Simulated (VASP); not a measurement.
# MnS in VASP: a series of runs

MnS is run at these levels: r2SCAN+D4; tasks: single point, relaxation of the atoms.

Everything below comes from runs of VASP 6.6.1. Logs are shortened: lines on timing, memory, paths and dates and some standing lists are left out, and cuts for length are marked.

**1. The cell of the first run**

The typed cell holds 2 atoms: a = 3.683 Å, b = 3.683 Å, c = 3.683 Å, α = 60.00°, β = 60.00°, γ = 60.00°.

**2. Single point, r2SCAN+D4, collinear spin, ferromagnetic start**

File POSCAR:

```
MnS
1.0
    0.0000000000      2.6045000000      2.6045000000
    2.6045000000      0.0000000000      2.6045000000
    2.6045000000      2.6045000000      0.0000000000
Mn S
1 1
Direct
   -0.0027255404     -0.0005373102      0.0035024323
    0.4972443660      0.4995362141      0.5035067570
```

File INCAR.step1:

```
  PREC = Accurate
  ENCUT = 550
  ISMEAR = -1
  SIGMA = 0.1
  LREAL = False
  LASPH = True
  NELM = 200
  ISPIN = 2
  MAGMOM = 4 0
  LMAXMIX = 4
  NBANDS = 20
  GGA = PE
  ALGO = Normal
  EDIFF = 1E-5
  LWAVE = True
  LCHARG = False
  GGA_COMPAT = False
```

File INCAR.step2:

```
  PREC = Accurate
  ENCUT = 550
  EDIFF = 1E-6
  ISMEAR = -1
  SIGMA = 0.1
  LREAL = False
  LASPH = True
  NELM = 200
  ALGO = Normal
  ISIF = 2
  LWAVE = False
  LCHARG = False
  ISPIN = 2
  MAGMOM = 4 0
  LORBIT = 11
  LMAXMIX = 4
  METAGGA = R2SCAN
  LMIXTAU = True
  IVDW = 13
  VDW_S6 = 1.0
  VDW_S8 = 0.6018749
  VDW_A1 = 0.51559235
  VDW_A2 = 5.77342911
  NBANDS = 20
  ISTART = 1
  GGA_COMPAT = False
```

File KPOINTS:

```
Automatic mesh
0
Gamma
  4 4 4
```

Potentials or basis: VASP PAW PBE potentials, release 64 (Mn_pv, S).

Command:

```sh
$ cat potpaw_PBE.64/Mn_pv/POTCAR potpaw_PBE.64/S/POTCAR > POTCAR
$ cp INCAR.step1 INCAR
$ mpirun -np 1 vasp_std > vasp.out
$ cp INCAR.step2 INCAR
$ mpirun -np 1 vasp_std > vasp.out
```

OUTCAR:

```text
PREC = Accurate
   ENCUT = 550
   EDIFF = 1E-6
   ISMEAR = -1
   LREAL = False
   LASPH = True
   NELM = 200
   ISIF = 2
   ISPIN = 2
   LORBIT = 11
   METAGGA = R2SCAN
   IVDW = 13
   ISTART = 1

 ion  position               nearest neighbor table
   1  0.997  0.999  0.004-   2 2.60   2 2.60   2 2.60   2 2.60   2 2.60   2 2.60
   2  0.497  0.500  0.504-   1 2.60   1 2.60   1 2.60   1 2.60   1 2.60   1 2.60

  LATTYP: Found a face centered cubic cell.
 ALAT       =     5.2090000000

  Lattice vectors:

 A1 = (   0.0000000000,   2.6045000000,   2.6045000000)
 A2 = (   2.6045000000,   0.0000000000,   2.6045000000)
 A3 = (   2.6045000000,   2.6045000000,   0.0000000000)

Analysis of symmetry for initial positions (statically):
=====================================================================
 Subroutine PRICEL returns:
 Original cell was already a primitive cell.

 Routine SETGRP: Setting up the symmetry group for a
 face centered cubic supercell.

 Subroutine GETGRP returns: Found  1 space group operations
 (whereof  1 operations were pure point group operations)
 out of a pool of 48 trial point group operations.

The static configuration has the point symmetry C_1 .

Analysis of symmetry for dynamics (positions and initial velocities):
=====================================================================
 Subroutine PRICEL returns:
 Original cell was already a primitive cell.

 Routine SETGRP: Setting up the symmetry group for a
 face centered cubic supercell.

 Subroutine GETGRP returns: Found  1 space group operations
 (whereof  1 operations were pure point group operations)
 out of a pool of 48 trial point group operations.

The dynamic configuration has the point symmetry C_1 .

Analysis of structural, dynamic, and magnetic symmetry:
=====================================================================
 Subroutine PRICEL returns:
 Original cell was already a primitive cell.

 Routine SETGRP: Setting up the symmetry group for a
 face centered cubic supercell.

 Subroutine GETGRP returns: Found  1 space group operations
 (whereof  1 operations were pure point group operations)
 out of a pool of 48 trial point group operations.

The overall configuration has the point symmetry C_1 .

 Subroutine INISYM returns: Found  1 space group operations
 (whereof  1 operations are pure point group operations),
 and found     1 'primitive' translations

----------------------------------------------------------------------------------------

                                     Primitive cell

  volume of cell :      35.3348

  direct lattice vectors                    reciprocal lattice vectors
     0.000000000  2.604500000  2.604500000    -0.191975427  0.191975427  0.191975427
     2.604500000  0.000000000  2.604500000     0.191975427 -0.191975427  0.191975427
     2.604500000  2.604500000  0.000000000     0.191975427  0.191975427 -0.191975427

  length of vectors
     3.683319223  3.683319223  3.683319223     0.332511194  0.332511194  0.332511194

  position of ions in fractional coordinates (direct lattice)
     0.997274460  0.999462690  0.003502432
     0.497244366  0.499536214  0.503506757

  ion indices of the primitive-cell ions
   primitive index   ion index
                 1           1
                 2           2

----------------------------------------------------------------------------------------

 KPOINTS: Automatic mesh

Automatic generation of k-mesh.
 Grid dimensions read from file:
 generate k-points for:    4    4    4

 Generating k-lattice:

  Cartesian coordinates                     Fractional coordinates (reciprocal lattice)
    -0.047993857  0.047993857  0.047993857     0.250000000  0.000000000  0.000000000
     0.047993857 -0.047993857  0.047993857     0.000000000  0.250000000  0.000000000
     0.047993857  0.047993857 -0.047993857     0.000000000  0.000000000  0.250000000

  Length of vectors
     0.083127798  0.083127798  0.083127798

  Shift w.r.t. Gamma in fractional coordinates (k-lattice)
     0.000000000  0.000000000  0.000000000

 Subroutine IBZKPT returns following result:
 ===========================================

 Found     36 irreducible k-points:

 Following reciprocal coordinates:
            Coordinates               Weight
  0.000000  0.000000  0.000000      1.000000
  0.250000  0.000000  0.000000      2.000000
  0.000000  0.250000  0.000000      2.000000
  0.000000  0.000000  0.250000      2.000000
  0.250000  0.250000  0.250000      2.000000
  0.500000  0.000000  0.000000      1.000000
[... 16 lines left out ...]
  0.250000  0.500000  0.500000      2.000000
  0.500000  0.000000  0.250000      2.000000
 [... further k-points ...]
   k-points           NKPTS =     36   k-points in BZ     NKDIM =     36   number of bands    NBANDS=     20
   number of dos      NEDOS =    301   number of ions     NIONS =      2
   total plane-waves  NPLWV =  21952
   dimension x,y,z NGX =    28 NGY =   28 NGZ =   28
   dimension x,y,z NGXF=    56 NGYF=   56 NGZF=   56
   ions per type =               1   1
   NGX,Y,Z   is equivalent  to a cutoff of  12.64, 12.64, 12.64 a.u.
   NGXF,Y,Z  is equivalent  to a cutoff of  25.28, 25.28, 25.28 a.u.
 SYSTEM =  unknown system
   PREC   = accura    normal or accurate (medium, high low for compatibility)
   ISTART =      1    job   : 0-new  1-cont  2-samecut
   ICHARG =      0    charge: 1-file 2-atom 10-const
   ISPIN  =      2    spin polarized calculation?
   LNONCOLLINEAR =      F non collinear calculations
   LSORBIT =      F    spin-orbit coupling
   LASPH  =      T    aspherical Exc in radial PAW
   ENCUT  =  550.0 eV  40.42 Ry    6.36 a.u.   7.04  7.04  7.04*2*pi/ulx,y,z
   NELM   =    200;   NELMIN=  2; NELMDL=  0     # of ELM steps
   EDIFF  = 0.1E-05   stopping-criterion for ELM
   LREAL  =      F    real-space projection
   EDIFFG = 0.1E-04   stopping-criterion for IOM
   NSW    =      0    number of steps for IOM
   IBRION =     -1    ionic relax: 0-MD 1-quasi-New 2-CG
   NFREE  =      0    steps in history (QN), initial steepest desc. (CG)
   ISIF   =      2    stress and relaxation
   ISYM   =      2    0-nonsym 1-usesym 2-fastsym
   POTIM  = 0.5000    time-step for ionic-motion
   TEBEG  =    0.0;   TEEND  =   0.0 temperature during run
   PSTRESS=    0.0 pullay stress
   NELECT =      19.0000    total number of electrons
   NUPDOWN=      -1.0000    fix difference up-down
   EMIN   =  10.00;   EMAX   =-10.00  energy-range for DOS
   EFERMI =   0.00;   METHOD = LEGACY
   ISMEAR =    -1;   SIGMA  =   0.10  broadening in eV -4-tet -1-fermi 0-gaus
   EFERMI_NEDOS =   21; number of points for ismear=-14 and -15
   IALGO  =     38    algorithm
   IMIX   =      4    mixing-type and parameters
     AMIX     =   0.40;   BMIX     =  1.00
     AMIX_MAG =   1.60;   BMIX_MAG =  1.00
  volume/ion in A,a.u.               =      17.67       119.23
  Fermi-wavevector in a.u.,A,eV,Ry     =   1.331246  2.515690 24.112464  1.772216
  Thomas-Fermi vector in A             =   2.460272
   LORBIT       =     11    0 simple, 1 ext, 2 COOP (PROOUT), +10 PAW based schemes
   METAGGA = R2SCAN    functional components
   LHFCALC =     F    Hartree Fock is set to
   AEXX    =    0.0000 exact exchange contribution
   IVDW    =    13    specifies the selected vdW correction
   LEPSILON=     F    determine dielectric tensor
   LRPA    =     F    only Hartree local field effects (RPA)
 spin polarized calculation
  energy-cutoff  :      550.00
  volume of cell :       35.33
 maximum number of plane-waves:      1056
   NGX = 15   NGY = 15   NGZ = 15

 number of electron      18.9999991 magnetization       4.8987573

 Free energy of the ion-electron system (eV)
  ---------------------------------------------------
  ext. energy  EPLUGINS =         0.00000000
  ---------------------------------------------------
  free energy    TOTEN  =       -24.84879824 eV

  energy without entropy =      -24.83373872  energy(sigma->0) =      -24.84126848

 E-fermi :   6.7624     XC(G=0): -11.2161

 val. band max:        6.6826739404   @ k =   0.5000   0.0000   0.0000
 cond. band min:       7.0395008160   @ k =   0.2500   0.0000   0.2500
 fundamental gap:      0.3568268756
 Fermi energy:         6.7623911067

 spin component 1

 k-point     1 :       0.0000    0.0000    0.0000
  band No.  band energies     occupation
      1     -46.5989      1.00000
      2     -46.5989      1.00000
      3     -46.5988      1.00000
      4      -8.5946      1.00000
      5       2.6097      1.00000
      6       2.6097      1.00000
[... 12 lines left out ...]
     19      18.7756      0.00000
     20      19.3461      0.00000
[... 507 lines left out ...]
 k-point    24 :       0.5000    0.0000    0.2500
  band No.  band energies     occupation
      1     -46.6051      1.00000
      2     -46.6018      1.00000
      3     -46.6009      1.00000
      4      -7.1774      1.00000
      5       0.1547      1.00000
      6       1.2180      1.00000
[... 12 lines left out ...]
     19      22.3816      0.00000
     20      23.0507      0.00000

 [... further k-points ...]

 spin component 2

 k-point     1 :       0.0000    0.0000    0.0000
  band No.  band energies     occupation
      1     -40.4016      1.00000
      2     -40.4015      1.00000
      3     -40.4012      1.00000
      4      -8.2662      1.00000
      5       4.9084      1.00000
      6       4.9084      1.00000
[... 12 lines left out ...]
     19      20.1815      0.00000
     20      21.6280      0.00000
[... 507 lines left out ...]
 k-point    24 :       0.5000    0.0000    0.2500
  band No.  band energies     occupation
      1     -40.4112      1.00000
      2     -40.4059      1.00000
      3     -40.4046      1.00000
      4      -6.8438      1.00000
      5       0.8859      1.00000
      6       2.4284      1.00000
[... 12 lines left out ...]
     19      23.1548      0.00000
     20      24.4579      0.00000

 [... further k-points ...]

------------------------ aborting loop because EDIFF is reached ----------------------------------------

  DFT-D4 for vdW energy calculation

  Edisp (eV):   -0.29040

  FORCE on cell =-STRESS in cart. coord.  units (eV):
  Direction    XX          YY          ZZ          XY          YZ          ZX
  --------------------------------------------------------------------------------------
  -------------------------------------------------------------------------------------
  Total      -0.34920    -0.35034    -0.34893     0.00072    -0.00078    -0.00345
  in kB     -15.83364   -15.88542   -15.82132     0.03278    -0.03537    -0.15632
  external pressure =      -15.85 kB  Pullay stress =        0.00 kB

 VOLUME and BASIS-vectors are now :
 -----------------------------------------------------------------------------
  energy-cutoff  :      550.00
  volume of cell :       35.33
      direct lattice vectors                 reciprocal lattice vectors
     0.000000000  2.604500000  2.604500000    -0.191975427  0.191975427  0.191975427
     2.604500000  0.000000000  2.604500000     0.191975427 -0.191975427  0.191975427
     2.604500000  2.604500000  0.000000000     0.191975427  0.191975427 -0.191975427

 POSITION                                       TOTAL-FORCE (eV/Angst)
 -----------------------------------------------------------------------------------
      2.61222      2.60652      5.20050        -0.003305     -0.001209      0.004404
      2.61243      2.60646      2.59612         0.003305      0.001209     -0.004404
 -----------------------------------------------------------------------------------
    total drift:                               -0.007887     -0.002039      0.008667

  FREE ENERGIE OF THE ION-ELECTRON SYSTEM (eV)
  ---------------------------------------------------
  free  energy   TOTEN  =       -25.1392012481 eV

  energy  without entropy=      -25.1241417261  energy(sigma->0) =      -25.13167149

 total charge

# of ion       s       p       d       tot
------------------------------------------
    1        0.216   6.159   4.905  11.280
    2        1.308   2.479   0.000   3.787
--------------------------------------------------
tot          1.523   8.639   4.905  15.067

 magnetization (x)

# of ion       s       p       d       tot
------------------------------------------
    1        0.048   0.036   4.370   4.454
    2        0.028   0.099   0.000   0.127
--------------------------------------------------
tot          0.076   0.134   4.370   4.581
```

It took 1.9 min on 1 thread of Intel Xeon 6975P-C (Granite Rapids), shared host; peak memory 0.21 GiB.

What came out:

```yaml
Free_energy: -25.1392 eV
Pressure: -1.6 GPa
Largest_force: 0.006 eV/Å
Net_moment: 4.90 μB per cell
Site_moments: Mn +4.45; S +0.13 μB
Valence_electrons_inside_the_program's_atomic_spheres: Mn 11.28; S 3.79
Dispersion_energy_per_atom: -0.145 eV
```

Forces in eV/Å, atoms in the order of the input:
```
Mn  -0.003 -0.001  0.004
S    0.003  0.001 -0.004
```

Caveat: the k points lie up to 0.52 Å⁻¹ apart; the PAW data sets were made with another functional, which shifts forces and pressure a little; a cell with one magnetic atom can't hold antiferromagnetic order, which such compounds often take; semilocal functionals often make such compounds metallic where correlation or magnetic order opens a gap, which also shifts bond lengths. With open d or f shells a metallic result of r2SCAN can be an artefact of self-interaction; +U or a hybrid may open a gap.

**3. Relaxation of the atoms, r2SCAN+D4, collinear spin, ferromagnetic start**

File POSCAR:

```
MnS
1.0
    0.0000000000      2.6045000000      2.6045000000
    2.6045000000      0.0000000000      2.6045000000
    2.6045000000      2.6045000000      0.0000000000
Mn S
1 1
Direct
    0.0000000000      0.0000000000      0.0000000000
    0.5000000000      0.5000000000      0.5000000000
```

File INCAR.step1:

```
SYSTEM = MnS
PREC = Accurate ; ENCUT = 500
ISMEAR = -1 ; SIGMA = 0.1
LREAL = .False. ; LASPH = .True.
NELM = 200 ; ISPIN = 2
MAGMOM = 4 0 ; LMAXMIX = 4
GGA = PE ; ALGO = Normal
EDIFF = 1E-5 ; LWAVE = .True.
LCHARG = .False. ; GGA_COMPAT = .False.
IBRION = 2 ; EDIFFG = -0.01
NELMIN = 4 ; NSW = 100
```

File INCAR.step2:

```
SYSTEM = MnS
PREC = Accurate ; ENCUT = 500
EDIFF = 1E-7 ; ISMEAR = -1
SIGMA = 0.1 ; LREAL = .False.
LASPH = .True. ; NELM = 200
ALGO = Normal ; ISIF = 2
LWAVE = .False. ; LCHARG = .False.
ISPIN = 2 ; MAGMOM = 4 0
LORBIT = 11 ; LMAXMIX = 4
METAGGA = R2SCAN ; LMIXTAU = .True.
IVDW = 13 ; VDW_S6 = 1.0
VDW_S8 = 0.6018749 ; VDW_A1 = 0.51559235
VDW_A2 = 5.77342911 ; IBRION = 2
NSW = 80 ; EDIFFG = -0.05
ISTART = 1 ; GGA_COMPAT = .False.
NELMIN = 4
```

File KPOINTS:

```
regular mesh
0
Gamma
  4 4 4
  0 0 0
```

Potentials or basis: VASP PAW PBE potentials, release 64 (Mn_pv, S).

Command:

```sh
$ cat potpaw_PBE.64/Mn_pv/POTCAR potpaw_PBE.64/S/POTCAR > POTCAR
$ cp INCAR.step1 INCAR
$ mpirun -np 1 vasp_std > vasp.out
$ cp INCAR.step2 INCAR
$ mpirun -np 1 vasp_std > vasp.out
```

Run time: 28 s. Hardware: 1 thread of Intel Xeon 6975P-C (Granite Rapids), shared host; peak memory 0.18 GiB.

It converged, with:

| Property | Result |
| --- | --- |
| Free energy | -25.1392 eV |
| Pressure after relaxing | -1.7 GPa |
| Net moment | 4.90 μB per cell |
| Site moments | Mn +4.45; S +0.13 μB |
| Valence electrons inside the program's atomic spheres | Mn 11.28; S 3.79 |
| Dispersion energy per atom | -0.145 eV |

Final structure:
```yaml
crystal:
  lattice:
    - [0.00000, 2.60450, 2.60450]
    - [2.60450, 0.00000, 2.60450]
    - [2.60450, 2.60450, 0.00000]
  atoms:
    - { symbol: Mn, position: [0.00000, 0.00000, 0.00000] }
    - { symbol: S, position: [0.50000, 0.50000, 0.50000] }
```

Levels at points of the mesh, in eV from the Fermi level:
Spin up:
| k point | band 8 | band 9 | band 10 | band 11 | band 12 | band 13 | band 14 | band 15 |
| --- | --- | --- | --- | --- | --- | --- | --- | --- |
| (0.00, 0.00, 0.00) | -4.08 | -4.08 | -2.17 | -2.17 | -2.17 | 2.00 | 8.71 | 8.71 |
| (0.50, 0.00, 0.00) | -3.68 | -3.68 | -3.24 | -0.08 | -0.08 | 3.03 | 5.55 | 5.55 |
| (0.50, 0.50, 0.00) | -3.81 | -3.81 | -3.56 | -3.56 | -3.04 | 0.88 | 5.44 | 10.71 |
Spin down:
```
           k point  band 3  band 4  band 5  band 6  band 7  band 8  band 9  band 10  band 11  band 12
(0.00, 0.00, 0.00)  -47.16  -15.03   -1.85   -1.85   -1.85    0.95    0.95     0.95     0.97     0.97
(0.50, 0.00, 0.00)  -47.17  -13.69   -6.69   -3.50   -3.50    2.09    2.09     2.27     3.74     3.95
(0.50, 0.50, 0.00)  -47.17  -13.50   -5.92   -3.46   -3.46   -0.32    1.47     2.29     2.36     2.36
```

Caveat: the k points lie up to 0.52 Å⁻¹ apart; the relaxation stopped at its first step, so nothing moved; the PAW data sets were made with another functional, which shifts forces and pressure a little; a cell with one magnetic atom can't hold antiferromagnetic order, which such compounds often take; semilocal functionals often make such compounds metallic where correlation or magnetic order opens a gap, which also shifts bond lengths. With open d or f shells a metallic result of r2SCAN can be an artefact of self-interaction; +U or a hybrid may open a gap.
